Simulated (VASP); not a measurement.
Input of a VASP 6.6.1 run:

INCAR

```
SYSTEM = Sr
ALGO = Normal
EDIFF = 1E-6
ENCUT = 520
GGA = PE
ISIF = 2
ISMEAR = 0
IVDW = 12
LASPH = .TRUE.
LCHARG = .FALSE.
LREAL = .FALSE.
LWAVE = .FALSE.
NBANDS = 11
NELM = 100
PREC = Accurate
SIGMA = 0.03
```

File KPOINTS:

```
k-points
0
G
  6 6 8
  0 0 0
```

The input POSCAR:

```
Sr
1.0
   10.9876299658      0.0000000000      0.0000000000
   -5.4938149829      9.5155666777      0.0000000000
    0.0000000000      0.0000000000      4.2000563145
Sr
1
Direct
    0.0000000000      0.0000000000      0.0000000000
```

Potentials or basis: VASP PAW PBE potentials, release 64 (Sr_sv).

The run is started by

```sh
$ cat potpaw_PBE.64/Sr_sv/POTCAR > POTCAR
$ mpirun -np 1 vasp_std > vasp.out
```

Q: Predict the dispersion energy per atom.

A: -0.052 eV.

Q: Predict the pressure.

A: 0.2 GPa.

Stress tensor (GPa, compression positive):
```
-0.01  0.00  0.00
 0.00 -0.01  0.00
 0.00  0.00  0.76
```

Caveat: the cell differs from its parent crystal (strain -0.0500 x Voigt [0, 0, 1, 0, 0, 0]).
